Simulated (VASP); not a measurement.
LiAl32O48 (a cell with a defect), 81 atoms in the cell. The cell holds a defect, 81 atoms: a = 10.361 Å, b = 10.361 Å, c = 10.361 Å, α = 55.29°, β = 55.29°, γ = 55.29°. 

```yaml
Program: VASP 6.6.1
Task: single point
Functional: PBE
Potentials_or_basis: VASP PAW PBE potentials, release 64 (Al, O, Li_sv)
Cutoff: 520 eV
k_mesh: 1 × 1 × 1
Occupations: fermi-dirac, width 0.01 eV
Spin: no spin polarisation
Dipole_correction: no
Charge: 1
Further_INCAR_settings: LREAL = Auto; ALGO = Normal; EDIFF = 1e-06; NBANDS = 240; NELECT = 386.0
```

Potentials or basis: VASP PAW PBE potentials, release 64 (Al, O, Li_sv).

Run with:

```console
$ cat potpaw_PBE.64/Al/POTCAR potpaw_PBE.64/O/POTCAR potpaw_PBE.64/Li_sv/POTCAR > POTCAR
$ mpirun -np 1 vasp_gam > vasp.out
```

Hardware: 1 thread of AMD EPYC 7R13 Processor (Zen 3) (shared host).

Task: Estimate the wall time of this run.

Result: It took 7 min on 1 thread of AMD EPYC 7R13 Processor (Zen 3), on a shared host, peak memory 0.89 GiB. Counts: scf iterations 15, k points 1.
